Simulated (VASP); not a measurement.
# TaSi2 in VASP: further runs

The runs below take TaSi2 through single point, with PBE.

Program: VASP 6.6.1. These are calculated values, not measurements. Logs are shortened: lines on timing, memory, paths and dates and some standing lists are left out, and cuts for length are marked.

### Step 1. The cell of the first run

The typed cell holds 6 atoms: a = 4.955 Å, b = 6.080 Å, c = 4.890 Å, α = 52.35°, β = 76.26°, γ = 51.39°.

### Step 2. Single point, PBE

INCAR reads:

```
ALGO = Normal ; EDIFF = 1E-6
ENCUT = 520 ; GGA = PE
ISIF = 2 ; ISMEAR = 0
LASPH = T ; LCHARG = F
LREAL = F ; LWAVE = F
NBANDS = 28 ; NELM = 100
PREC = Accurate ; SIGMA = 0.1
```

KPOINTS reads:

```
k-points
0
Gamma
  6 6 6
```

POSCAR reads:

```
TaSi2
1.0
    0.0042498646      2.3950616951      4.3377294209
    4.2616505904     -0.0114438296      4.3363016860
    4.2659160614      2.3908156796      0.0023432897
Ta Si
2 4
Direct
    0.5832913211      0.4166802909      0.5833356354
    0.8333815649      0.6666552179      0.8333270329
   -0.0672910789      0.0673246006      0.2338678088
    0.4839283300      0.0160443154      0.1827997845
    0.1827971448      0.3171899562      0.4839375587
    0.2338927182      0.7661056190     -0.0672678203
```

Potentials or basis: VASP PAW PBE potentials, release 64 (Ta_pv, Si).

On the command line:

```sh
$ cat potpaw_PBE.64/Ta_pv/POTCAR potpaw_PBE.64/Si/POTCAR > POTCAR
$ mpirun -np 1 vasp_std > vasp.out
```

OUTCAR:

```text
EDIFF = 1E-6
   ENCUT = 520
   GGA = PE
   ISIF = 2
   ISMEAR = 0
   LASPH = T
   LREAL = F
   NELM = 100
   PREC = Accurate

 ion  position               nearest neighbor table
   1  0.583  0.417  0.583-   5 2.62   4 2.62   4 2.62   5 2.62   3 2.72   6 2.72   6 2.72   3 2.72
                             6 2.98   3 2.98   2 3.27   2 3.27   2 3.27   2 3.27
   2  0.833  0.667  0.833-   6 2.62   3 2.62   3 2.62   6 2.62   4 2.72   5 2.72   5 2.72   4 2.72
                             5 2.98   4 2.98   1 3.27   1 3.27   1 3.27   1 3.27
   3  0.933  0.067  0.234-   4 2.52   4 2.52   6 2.57   2 2.62   2 2.62   1 2.72   1 2.72   6 2.94
                             6 2.94   1 2.98
   4  0.484  0.016  0.183-   3 2.52   3 2.52   5 2.57   1 2.62   1 2.62   2 2.72   2 2.72   5 2.94
                             5 2.94   2 2.98
   5  0.183  0.317  0.484-   6 2.52   6 2.52   4 2.57   1 2.62   1 2.62   2 2.72   2 2.72   4 2.94
                             4 2.94   2 2.98
   6  0.234  0.766  0.933-   5 2.52   5 2.52   3 2.57   2 2.62   2 2.62   1 2.72   1 2.72   3 2.94
                             3 2.94   1 2.98

  LATTYP: Found a base centered monoclinic cell.
 ALAT       =    20.9965644951
 B/A-ratio  =     0.4130052231
 C/A-ratio  =     0.6061812222
 COS(beta)  =    -0.9970693300

  Lattice vectors:

 A1 = (  -4.2786812616,  -9.5831985790,  -4.3438437352)
 A2 = (  -4.2786968680,  -9.5903963931,   4.3278440820)
 A3 = (   4.2829467326,  11.9854580882,   0.0098853389)

Analysis of symmetry for initial positions (statically):
=====================================================================
 Subroutine PRICEL returns:
 Original cell was already a primitive cell.

 Routine SETGRP: Setting up the symmetry group for a
 base centered monoclinic supercell.

 Subroutine GETGRP returns: Found  1 space group operations
 (whereof  1 operations were pure point group operations)
 out of a pool of  4 trial point group operations.

The static configuration has the point symmetry C_1 .

Analysis of symmetry for dynamics (positions and initial velocities):
=====================================================================
 Subroutine PRICEL returns:
 Original cell was already a primitive cell.

 Routine SETGRP: Setting up the symmetry group for a
 base centered monoclinic supercell.

 Subroutine GETGRP returns: Found  1 space group operations
 (whereof  1 operations were pure point group operations)
 out of a pool of  4 trial point group operations.

The dynamic configuration has the point symmetry C_1 .

 Subroutine INISYM returns: Found  1 space group operations
 (whereof  1 operations are pure point group operations),
 and found     1 'primitive' translations

----------------------------------------------------------------------------------------

                                     Primitive cell

  volume of cell :      88.6447

  direct lattice vectors                    reciprocal lattice vectors
     0.004249865  2.395061695  4.337729421    -0.116953692  0.208566477  0.115490712
     4.261650590 -0.011443830  4.336301686     0.116928584 -0.208747728  0.115144747
     4.265916061  2.390815680  0.002343290     0.117721086  0.208331220 -0.115144670

  length of vectors
     4.955021202  6.079910281  4.890198866     0.265548952  0.265530074  0.265553095

  position of ions in fractional coordinates (direct lattice)
     0.583291321  0.416680291  0.583335635
     0.833381565  0.666655218  0.833327033
     0.932708921  0.067324601  0.233867809
     0.483928330  0.016044315  0.182799784
     0.182797145  0.317189956  0.483937559
     0.233892718  0.766105619  0.932732180

  ion indices of the primitive-cell ions
   primitive index   ion index
                 1           1
                 2           2
                 3           3
                 4           4
                 5           5
                 6           6

----------------------------------------------------------------------------------------

 KPOINTS: k-points

Automatic generation of k-mesh.
 Grid dimensions read from file:
 generate k-points for:    6    6    6

 Generating k-lattice:

  Cartesian coordinates                     Fractional coordinates (reciprocal lattice)
    -0.019492282  0.034761079  0.019248452     0.166666667 -0.000000000  0.000000000
     0.019488097 -0.034791288  0.019190791     0.000000000  0.166666667  0.000000000
     0.019620181  0.034721870 -0.019190778     0.000000000  0.000000000  0.166666667

  Length of vectors
     0.044258159  0.044255012  0.044258849

  Shift w.r.t. Gamma in fractional coordinates (k-lattice)
     0.000000000  0.000000000  0.000000000

 Subroutine IBZKPT returns following result:
 ===========================================

 Found    112 irreducible k-points:

 Following reciprocal coordinates:
            Coordinates               Weight
  0.000000  0.000000  0.000000      1.000000
  0.166667  0.000000  0.000000      2.000000
  0.333333 -0.000000  0.000000      2.000000
  0.500000 -0.000000  0.000000      1.000000
  0.000000  0.166667 -0.000000      2.000000
  0.166667  0.166667 -0.000000      2.000000
[... 16 lines left out ...]
  0.333333  0.000000  0.166667      2.000000
  0.500000  0.000000  0.166667      2.000000
 [... further k-points ...]
   k-points           NKPTS =    112   k-points in BZ     NKDIM =    112   number of bands    NBANDS=     28
   number of dos      NEDOS =    301   number of ions     NIONS =      6
   total plane-waves  NPLWV =  69120
   dimension x,y,z NGX =    40 NGY =   48 NGZ =   36
   dimension x,y,z NGXF=    80 NGYF=   96 NGZF=   72
   ions per type =               2   4
   NGX,Y,Z   is equivalent  to a cutoff of  13.42, 13.12, 12.24 a.u.
   NGXF,Y,Z  is equivalent  to a cutoff of  26.84, 26.25, 24.48 a.u.
 SYSTEM =  unknown system
   PREC   = accura    normal or accurate (medium, high low for compatibility)
   ISTART =      0    job   : 0-new  1-cont  2-samecut
   ICHARG =      2    charge: 1-file 2-atom 10-const
   ISPIN  =      1    spin polarized calculation?
   LNONCOLLINEAR =      F non collinear calculations
   LSORBIT =      F    spin-orbit coupling
   LASPH  =      T    aspherical Exc in radial PAW
   ENCUT  =  520.0 eV  38.22 Ry    6.18 a.u.   9.21 11.30  9.09*2*pi/ulx,y,z
   NELM   =    100;   NELMIN=  2; NELMDL= -5     # of ELM steps
   EDIFF  = 0.1E-05   stopping-criterion for ELM
   LREAL  =      F    real-space projection
   EDIFFG = 0.1E-04   stopping-criterion for IOM
   NSW    =      0    number of steps for IOM
   IBRION =     -1    ionic relax: 0-MD 1-quasi-New 2-CG
   NFREE  =      0    steps in history (QN), initial steepest desc. (CG)
   ISIF   =      2    stress and relaxation
   ISYM   =      2    0-nonsym 1-usesym 2-fastsym
   POTIM  = 0.5000    time-step for ionic-motion
   TEBEG  =    0.0;   TEEND  =   0.0 temperature during run
   PSTRESS=    0.0 pullay stress
   NELECT =      38.0000    total number of electrons
   NUPDOWN=      -1.0000    fix difference up-down
   EMIN   =  10.00;   EMAX   =-10.00  energy-range for DOS
   EFERMI =   0.00;   METHOD = LEGACY
   ISMEAR =     0;   SIGMA  =   0.10  broadening in eV -4-tet -1-fermi 0-gaus
   EFERMI_NEDOS =   21; number of points for ismear=-14 and -15
   IALGO  =     38    algorithm
   IMIX   =      4    mixing-type and parameters
     AMIX     =   0.40;   BMIX     =  1.00
     AMIX_MAG =   1.60;   BMIX_MAG =  1.00
  volume/ion in A,a.u.               =      14.77        99.70
  Fermi-wavevector in a.u.,A,eV,Ry     =   1.234388  2.332656 20.731392  1.523714
  Thomas-Fermi vector in A             =   2.369080
   LORBIT       =      0    0 simple, 1 ext, 2 COOP (PROOUT), +10 PAW based schemes
   GGA     = PE    functional components
   LHFCALC =     F    Hartree Fock is set to
   AEXX    =    0.0000 exact exchange contribution
   IVDW    =     0    specifies the selected vdW correction
   LEPSILON=     F    determine dielectric tensor
   LRPA    =     F    only Hartree local field effects (RPA)
 non-spin polarized calculation
 Gauss-broadening in eV      SIGMA  =   0.10
  energy-cutoff  :      520.00
  volume of cell :       88.64
 maximum number of plane-waves:      2400
 NGX is ok and might be reduce to    40
   NGX = 19   NGY = 23   NGZ = 19

 number of electron      38.0000000 magnetization

 Free energy of the ion-electron system (eV)
  ---------------------------------------------------
  ext. energy  EPLUGINS =         0.00000000
  ---------------------------------------------------
  free energy    TOTEN  =       -47.99579158 eV

  energy without entropy =      -47.99080694  energy(sigma->0) =      -47.99329926

 E-fermi :   9.1279     XC(G=0): -11.9701

 val. band max:        9.0806367611   @ k =   0.0000   0.0000   0.5000
 cond. band min:       9.2362294088   @ k =  -0.0000  -0.3333   0.1667
 fundamental gap:      0.1555926477
 Fermi energy:         9.1279492591

 k-point     1 :       0.0000    0.0000    0.0000
  band No.  band energies     occupation
      1     -25.3100      2.00000
      2     -25.3095      2.00000
      3     -25.1699      2.00000
      4     -25.1490      2.00000
      5     -25.1359      2.00000
      6     -25.1271      2.00000
[... 20 lines left out ...]
     27      13.8875      0.00000
     28      13.9159      0.00000

 k-point     2 :       0.1667    0.0000    0.0000
  band No.  band energies     occupation
      1     -25.3133      2.00000
      2     -25.3014      2.00000
      3     -25.1830      2.00000
      4     -25.1494      2.00000
      5     -25.1333      2.00000
      6     -25.1259      2.00000
[... 20 lines left out ...]
     27      13.3956      0.00000
     28      14.0826      0.00000

 k-point     3 :       0.3333   -0.0000    0.0000
  band No.  band energies     occupation
      1     -25.3201      2.00000
      2     -25.2814      2.00000
      3     -25.2138      2.00000
      4     -25.1466      2.00000
      5     -25.1320      2.00000
      6     -25.1228      2.00000
[... 616 lines left out ...]
      3     -25.1800      2.00000
      4     -25.1607      2.00000
      5     -25.1230      2.00000
      6     -25.1182      2.00000
[... 20 lines left out ...]
     27      14.2934      0.00000
     28      14.4216      0.00000

 k-point    24 :       0.5000    0.0000    0.1667
  band No.  band energies     occupation
      1     -25.3285      2.00000
      2     -25.2960      2.00000
      3     -25.2043      2.00000
      4     -25.1531      2.00000
      5     -25.1231      2.00000
      6     -25.1168      2.00000
[... 20 lines left out ...]
     27      13.4976      0.00000
     28      13.9672      0.00000

 [... further k-points ...]

------------------------ aborting loop because EDIFF is reached ----------------------------------------

  FORCE on cell =-STRESS in cart. coord.  units (eV):
  Direction    XX          YY          ZZ          XY          YZ          ZX
  --------------------------------------------------------------------------------------
  -------------------------------------------------------------------------------------
  Total        0.0524774      0.0266305      0.0219621      0.0072261      0.0023299     -0.0046218
  in kB        0.9484846      0.4813240      0.3969466      0.1306064      0.0421103     -0.0835357
  external PRESSURE =       0.6089184 kB  Pullay stress =       0.0000000 kB

 VOLUME and BASIS-vectors are now :
 -----------------------------------------------------------------------------
  energy-cutoff  :      520.00
  volume of cell :       88.64
      direct lattice vectors                 reciprocal lattice vectors
     0.004249865  2.395061695  4.337729421    -0.116953692  0.208566477  0.115490712
     4.261650590 -0.011443830  4.336301686     0.116928584 -0.208747728  0.115144747
     4.265916061  2.390815680  0.002343290     0.117721086  0.208331220 -0.115144670

 POSITION                                       TOTAL-FORCE (eV/Angst)
 -----------------------------------------------------------------------------------
      4.26669      2.78690      4.33838        -0.000501      0.000647      0.002347
      6.39950      3.98070      6.50775         0.000610     -0.001086     -0.002570
      1.28854      2.79226      4.33833         0.002130      0.001465     -0.001284
      0.85024      1.59590      2.16915        -0.004182     -0.000783      0.001005
      3.41697      1.59119      2.16949         0.004345     -0.001538      0.000032
      7.24483      2.78141      4.33881        -0.002402      0.001296      0.000469
 -----------------------------------------------------------------------------------
    total drift:                                0.000024      0.000017      0.000110

  FREE ENERGIE OF THE ION-ELECTRON SYSTEM (eV)
  ---------------------------------------------------
  free  energy   TOTEN  =       -47.9957915755 eV

  energy  without entropy=      -47.9908069446  energy(sigma->0) =      -47.99329926
```

It took 4.3 min on 1 thread of Intel Xeon Platinum 8259CL at 2.50GHz (Skylake/Cascade Lake), shared host; peak memory 0.39 GiB.

Results:

```yaml
Free_energy: -47.9958 eV
Pressure: 0.1 GPa
Largest_force: 0.005 eV/Å
Band_gap_on_the_k_mesh: zero (bands 19 and 20 overlap by 1.43 eV)
```

Forces in eV/Å, atoms in the order of the input:
```
Ta  -0.001  0.001  0.002
Ta   0.001 -0.001 -0.003
Si   0.002  0.001 -0.001
Si  -0.004 -0.001  0.001
Si   0.004 -0.002  0.000
Si  -0.002  0.001  0.000
```

Caveat: spin-orbit coupling is left out, which moves the levels of the heavy elements.

(Part 1 of 2 ends here.)
